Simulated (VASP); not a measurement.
Set up this calculation in VASP 6.6.1, as the native input.

| Item | Value |
| --- | --- |
| Task | single point |
| Functional | LDA |
| Potentials or basis | VASP PAW LDA potentials, release 64 (Mg, O) |
| Cutoff | 520 eV |
| k mesh | 6 × 6 × 6 |
| Occupations | gaussian, width 0.05 eV |
| Spin | no spin polarisation |
| Dipole correction | no |
| Further INCAR settings | ALGO = Normal; EDIFF = 1e-07; NBANDS = 26 |

The structure of MgO lies in POSCAR:

```
MgO
1.0
    4.1607146133      0.0000000000      0.0000000000
    0.0000000000     -4.1607146133      0.0000000000
    0.0000000000      0.0000000000     -4.1607146133
Mg O
4 4
Direct
   -0.0706985334      1.0706985334      1.0249957062
    0.5000000000      0.5000000000      1.0000000000
    0.5000000000      1.0000000000      0.5000000000
    0.0000000000      0.5000000000      0.5000000000
    0.5000000000      0.0000000000      0.0000000000
    0.0000000000      0.5000000000      0.0000000000
    0.0000000000      0.0000000000      0.5000000000
    0.5000000000      0.5000000000      0.5000000000
```

This cell differs from its parent crystal: atom 1 (Mg) moved by -0.416 Å along [1 1 0] and -0.104 Å along [0 0 1].

One way to write it, as run:

INCAR

```
ALGO = Normal
EDIFF = 1E-7
ENCUT = 520
ISIF = 2
ISMEAR = 0
LASPH = T
LCHARG = F
LREAL = F
LWAVE = F
NBANDS = 26
NELM = 80
PREC = Accurate
SIGMA = 0.05
```

KPOINTS

```
k-points
0
Gamma
  6 6 6
```

Potentials or basis: VASP PAW LDA potentials, release 64 (Mg, O).

Run with:

```console
$ cat potpaw_LDA.64/Mg/POTCAR potpaw_LDA.64/O/POTCAR > POTCAR
$ mpirun -np 1 vasp_std > vasp.out
```

It gave:

```json
{"Pressure": "4.3 GPa", "Largest force": "5.307 eV/Å", "Band gap on the k mesh": "4.97 eV"}
```

Caveat: the cell differs from its parent crystal (atom 1 (Mg) moved by -0.416 Å along [1 1 0] and -0.104 Å along [0 0 1]); the cell stands under pressure; forces of over 1 eV/Å act on the atoms, so gaps and moduli don't describe the material at rest.

It took 89 s on 1 thread of AMD EPYC 7R13 Processor (Zen 3) (shared host), peak memory 0.19 GiB.
